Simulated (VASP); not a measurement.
# Na7YF8 (a cell with a defect) in VASP: further runs

Na7YF8 (a cell with a defect) is run at these levels: PBEsol; tasks: single point.

All numbers are computed with VASP 6.6.1; they aren't measurements. Logs are shortened: lines on timing, memory, paths and dates and some standing lists are left out, and cuts for length are marked.

## 1. The cell of the first run

The cell holds a defect, 16 atoms: a = 9.260 Å, b = 4.630 Å, c = 4.630 Å, α = 90.00°, β = 90.00°, γ = 90.00°.

## 2. Single point, PBEsol

Contents of INCAR:

```
SYSTEM = Na7YF8
ALGO = Normal
EDIFF = 1E-7
ENCUT = 520
GGA = PS
ISIF = 2
ISMEAR = -1
LASPH = .TRUE.
LCHARG = .FALSE.
LREAL = Auto
LWAVE = .FALSE.
NBANDS = 72
NELECT = 114.0
NELM = 80
PREC = Accurate
SIGMA = 0.05
```

Contents of KPOINTS:

```
Automatic mesh
0
Gamma
  2 2 2
  0.5 0.5 0.5
```

Contents of POSCAR:

```
Na7YF8
1.0
    9.2600000000      0.0000000000      0.0000000000
    0.0000000000      4.6300000000      0.0000000000
    0.0000000000      0.0000000000      4.6300000000
F Na Y
8 7 1
Direct
    0.2427240000      0.9846860000      0.0081170000
    0.7509760000      0.0175880000      0.9959830000
    0.0146390000      0.4820010000      0.9960580000
    0.4954030000      0.5348330000      0.0137800000
    0.0063610000      0.0193520000      0.4725850000
    0.4988810000      0.9733380000      0.4876560000
    0.2426600000      0.5064770000      0.5046610000
    0.7481530000      0.5394220000      0.4769170000
    0.9908620000      0.9701900000      0.0495120000
    0.5051900000      0.0283370000      0.9842970000
    0.2390520000      0.4933080000      0.9912800000
    0.7422360000      0.4986470000      0.9870100000
    0.2483650000      0.0180280000      0.5022680000
    0.7455270000      0.9810130000      0.4933520000
    0.9932130000      0.5257620000      0.5268810000
    0.5041370000      0.4956880000      0.5065850000
```

Potentials or basis: VASP PAW PBE potentials, release 64 (F, Na_pv, Y_sv).

Launch:

```console
$ cat potpaw_PBE.64/F/POTCAR potpaw_PBE.64/Na_pv/POTCAR potpaw_PBE.64/Y_sv/POTCAR > POTCAR
$ mpirun -np 1 vasp_std > vasp.out
```

OUTCAR:

```text
SYSTEM = Na7YF8
   EDIFF = 1E-7
   ENCUT = 520
   GGA = PS
   ISIF = 2
   ISMEAR = -1
   LASPH = .TRUE.
   LREAL = Auto
   NELECT = 114.0
   NELM = 80
   PREC = Accurate

 ion  position               nearest neighbor table
   1  0.243  0.985  0.008-  11 2.28  13 2.29   9 2.34  13 2.35
   2  0.751  0.018  0.996-  12 2.23   9 2.25  10 2.28  14 2.31  14 2.33
   3  0.015  0.482  0.996-  11 2.08  15 2.19   9 2.28
   4  0.495  0.535  0.014-  16 2.29  10 2.29  12 2.30  16 2.36
   5  0.006  0.019  0.473-   9 1.98  13 2.25  15 2.30
   6  0.499  0.973  0.488-  16 2.21  14 2.28  10 2.31  13 2.33  10 2.35  16 2.42
   7  0.243  0.506  0.505-  11 2.25  13 2.26  15 2.31  16 2.42
   8  0.748  0.539  0.477-  14 2.05  16 2.27  12 2.28  15 2.28
   9  0.991  0.970  0.050-   5 1.98   2 2.25   3 2.28   1 2.34
  10  0.505  0.028  0.984-   2 2.28   4 2.29   6 2.31   6 2.35  16 3.09  16 3.24  16 3.31  16 3.45

  11  0.239  0.493  0.991-   3 2.08   7 2.25   1 2.28  16 3.33  16 3.42
  12  0.742  0.499  0.987-   2 2.23   8 2.28   4 2.30  16 3.13  16 3.26
  13  0.248  0.018  0.502-   5 2.25   7 2.26   1 2.29   6 2.33   1 2.35  16 3.24  16 3.39
  14  0.746  0.981  0.493-   8 2.05   6 2.28   2 2.31   2 2.33  16 3.17  16 3.27
  15  0.993  0.526  0.527-   3 2.19   8 2.28   5 2.30   7 2.31
  16  0.504  0.496  0.507-   6 2.21   8 2.27   4 2.29   4 2.36   6 2.42   7 2.42  10 3.09  12 3.13
                            14 3.17  13 3.24  10 3.24  12 3.26  14 3.27  10 3.31  11 3.33  13 3.39

  LATTYP: Found a simple tetragonal cell.
 ALAT       =     4.6300000000
 C/A-ratio  =     2.0000000000

  Lattice vectors:

 A1 = (   0.0000000000,   4.6300000000,   0.0000000000)
 A2 = (   0.0000000000,   0.0000000000,   4.6300000000)
 A3 = (   9.2600000000,   0.0000000000,   0.0000000000)

Analysis of symmetry for initial positions (statically):
=====================================================================
 Subroutine PRICEL returns:
 Original cell was already a primitive cell.

 Routine SETGRP: Setting up the symmetry group for a
 simple tetragonal supercell.

 Subroutine GETGRP returns: Found  1 space group operations
 (whereof  1 operations were pure point group operations)
 out of a pool of 16 trial point group operations.

The static configuration has the point symmetry C_1 .

Analysis of symmetry for dynamics (positions and initial velocities):
=====================================================================
 Subroutine PRICEL returns:
 Original cell was already a primitive cell.

 Routine SETGRP: Setting up the symmetry group for a
 simple tetragonal supercell.

 Subroutine GETGRP returns: Found  1 space group operations
 (whereof  1 operations were pure point group operations)
[... 118 lines left out ...]
   TEBEG  =    0.0;   TEEND  =   0.0 temperature during run
   PSTRESS=    0.0 pullay stress
   NELECT =     114.0000    total number of electrons
   NUPDOWN=      -1.0000    fix difference up-down
   EMIN   =  10.00;   EMAX   =-10.00  energy-range for DOS
   EFERMI =   0.00;   METHOD = LEGACY
   ISMEAR =    -1;   SIGMA  =   0.05  broadening in eV -4-tet -1-fermi 0-gaus
   EFERMI_NEDOS =   21; number of points for ismear=-14 and -15
   IALGO  =     38    algorithm
   IMIX   =      4    mixing-type and parameters
     AMIX     =   0.40;   BMIX     =  1.00
     AMIX_MAG =   1.60;   BMIX_MAG =  1.00
  volume/ion in A,a.u.               =      12.41        83.72
  Fermi-wavevector in a.u.,A,eV,Ry     =   1.360772  2.571487 25.193925  1.851701
  Thomas-Fermi vector in A             =   2.487406
   LORBIT       =      0    0 simple, 1 ext, 2 COOP (PROOUT), +10 PAW based schemes
   GGA     = PS    functional components
   LHFCALC =     F    Hartree Fock is set to
   AEXX    =    0.0000 exact exchange contribution
   IVDW    =     0    specifies the selected vdW correction
   LEPSILON=     F    determine dielectric tensor
   LRPA    =     F    only Hartree local field effects (RPA)
 non-spin polarized calculation
  energy-cutoff  :      520.00
  volume of cell :      198.51
 maximum number of plane-waves:      5343
 NGX is ok and might be reduce to    70
   NGX = 35   NGY = 17   NGZ = 17

 number of electron     113.9999993 magnetization

 Free energy of the ion-electron system (eV)
  ---------------------------------------------------
  ext. energy  EPLUGINS =         0.00000000
  ---------------------------------------------------
  free energy    TOTEN  =       -79.64157011 eV

  energy without entropy =      -79.64156980  energy(sigma->0) =      -79.64156996

 E-fermi :   1.8223     XC(G=0):  -9.5223

 val. band max:        1.0247581657   @ k =   0.2500   0.2500   0.2500
 cond. band min:       2.6290677747   @ k =   0.2500  -0.2500   0.2500
 fundamental gap:      1.6043096091
 Fermi energy:         1.8223297029

 k-point     1 :       0.2500    0.2500    0.2500
  band No.  band energies     occupation
      1     -43.4149      2.00000
      2     -25.3297      2.00000
      3     -25.1318      2.00000
      4     -23.7704      2.00000
      5     -23.0112      2.00000
      6     -22.9129      2.00000
[... 277 lines left out ...]
     68       9.6245      0.00000
     69      10.9169      0.00000
 [bands above 69 left out]

------------------------ aborting loop because EDIFF is reached ----------------------------------------

  FORCE on cell =-STRESS in cart. coord.  units (eV):
  Direction    XX          YY          ZZ          XY          YZ          ZX
  --------------------------------------------------------------------------------------
  -------------------------------------------------------------------------------------
  Total      -16.3117456     -7.6079787     -6.5669674      0.0795802      0.2087168      0.5558375
  in kB     -131.6552106    -61.4054477    -53.0032468      0.6423072      1.6845930      4.4862703
  external PRESSURE =     -82.0213017 kB  Pullay stress =       0.0000000 kB

 VOLUME and BASIS-vectors are now :
 -----------------------------------------------------------------------------
  energy-cutoff  :      520.00
  volume of cell :      198.51
      direct lattice vectors                 reciprocal lattice vectors
     9.260000000  0.000000000  0.000000000     0.107991361  0.000000000  0.000000000
     0.000000000  4.630000000  0.000000000     0.000000000  0.215982721  0.000000000
     0.000000000  0.000000000  4.630000000     0.000000000  0.000000000  0.215982721

 POSITION                                       TOTAL-FORCE (eV/Angst)
 -----------------------------------------------------------------------------------
      2.24762      4.55910      0.03758         1.736903      0.303505     -0.195124
      6.95404      0.08143      4.61140        -1.605808     -0.108173     -0.190622
      0.13556      2.23166      4.61175        -1.143606      0.184489      0.235425
      4.58743      2.47628      0.06380         0.349051     -0.613565     -0.290746
      0.05890      0.08960      2.18807        -0.537048     -0.082736      1.477757
      4.61964      4.50655      2.25785         0.238197      0.659825      0.235908
[... 8 lines left out ...]
      9.19715      2.43428      2.43946         0.528403     -0.370768     -0.358781
      4.66831      2.29504      2.34549        -1.542362      0.560092     -0.533369
 -----------------------------------------------------------------------------------
    total drift:                               -0.003793     -0.000366     -0.000473

  FREE ENERGIE OF THE ION-ELECTRON SYSTEM (eV)
  ---------------------------------------------------
  free  energy   TOTEN  =       -79.6415701130 eV

  energy  without entropy=      -79.6415698043  energy(sigma->0) =      -79.64156996
```

stdout:

```text
POSCAR found type information on POSCAR F NaY
 POSCAR found :  3 types and      16 ions
 scaLAPACK will be used
 -----------------------------------------------------------------------------
|                                                                             |
|                                                                             |
|     You enforced a specific xc type in the INCAR file but a different       |
|     I HOPE YOU KNOW WHAT YOU ARE DOING!                                     |
|                                                                             |
 -----------------------------------------------------------------------------

 LDA part: xc-table for (Slater+PW92), standard interpolation
 POSCAR, INCAR and KPOINTS ok, starting setup
 FFT: planning ... GRIDC
 FFT: planning ... GRID_SOFT
 FFT: planning ... GRID
 WAVECAR not read
 entering main loop
 the old and the new charge density differ
 old charge density:   116.00000 new  114.00000
    0.240E+01
```

Run time: 78 s. Hardware: 1 thread of Intel Xeon 6975P-C (Granite Rapids), shared host; peak memory 0.3 GiB.

What came out:

* Free energy: -79.6416 eV
* Largest force: 3.213 eV/Å

Forces in eV/Å, atoms in the order of the input:
```
F    1.737  0.304 -0.195
F   -1.606 -0.108 -0.191
F   -1.144  0.184  0.235
F    0.349 -0.614 -0.291
F   -0.537 -0.083  1.478
F    0.238  0.660  0.236
F    3.212 -0.069 -0.080
F   -2.592 -1.182  0.341
Na   0.558  0.335 -1.509
Na  -0.532 -0.551  0.403
Na  -1.194  0.031  0.319
Na   2.281  0.157  0.163
Na  -1.926 -0.347 -0.008
Na   2.171  1.092 -0.009
Na   0.528 -0.371 -0.359
Y   -1.542  0.560 -0.533
```

Caveat: the k points lie up to 0.68 Å⁻¹ apart; the cell carries a net charge on a neutralising background, which shifts energy and pressure; the cell is charged against a uniform background, so pressure and absolute levels hang on convention; the PAW data sets were made with another functional, which shifts forces and pressure a little.

## 3. Single point, PBEsol

Contents of INCAR:

```
SYSTEM = Na7YF8
  PREC = Accurate
  ENCUT = 520
  EDIFF = 1E-7
  ISMEAR = -1
  SIGMA = 0.05
  LREAL = Auto
  LASPH = .True.
  NELM = 80
  ALGO = Normal
  ISIF = 2
  LWAVE = .False.
  LCHARG = .False.
  GGA = PS
  NBANDS = 72
  NELECT = 113.0
```

KPOINTS is that of step 2.

POSCAR is that of step 2.

Potentials or basis: VASP PAW PBE potentials, release 64 (F, Na_pv, Y_sv).

Launch:

```console
$ cat potpaw_PBE.64/F/POTCAR potpaw_PBE.64/Na_pv/POTCAR potpaw_PBE.64/Y_sv/POTCAR > POTCAR
$ mpirun -np 1 vasp_std > vasp.out
```

Wall time 2 min (1 thread of Intel Xeon 6975P-C (Granite Rapids), shared host); peak memory 0.3 GiB.

It converged, with:

- Free energy: -79.2633 eV
- Largest force: 2.387 eV/Å

Forces in eV/Å, atoms in the order of the input:
```
F    0.725  0.246 -0.140
F   -0.876 -0.110 -0.170
F   -0.887 -0.028  0.314
F    0.176 -0.604 -0.299
F   -0.229  0.105  1.407
F    0.081  0.675  0.236
F    2.370 -0.045 -0.074
F   -2.055 -1.166  0.332
Na   0.187  0.278 -1.539
Na  -0.277 -0.534  0.397
Na  -0.384  0.041  0.306
Na   1.558  0.184  0.159
Na  -1.140 -0.340  0.011
Na   1.425  1.059 -0.006
Na   0.287 -0.341 -0.381
Y   -0.960  0.582 -0.553
```

Levels at points of the mesh, in eV from the Fermi level:
```tsv
k point	band 54	band 55	band 56	band 57	band 58	band 59	band 60	band 61
(0.25, 0.25, 0.25)	-0.18	-0.16	-0.11	-0.04	5.18	5.44	5.55	6.48
```

Caveat: the k points lie up to 0.68 Å⁻¹ apart, too coarse for converged energies and pressures of a metal; the cell carries a net charge on a neutralising background, which shifts energy and pressure; the cell is charged against a uniform background, so pressure and absolute levels hang on convention; the PAW data sets were made with another functional, which shifts forces and pressure a little; an odd number of electrons without spin polarisation forces a metal; a magnetic or distorted state may lie lower.
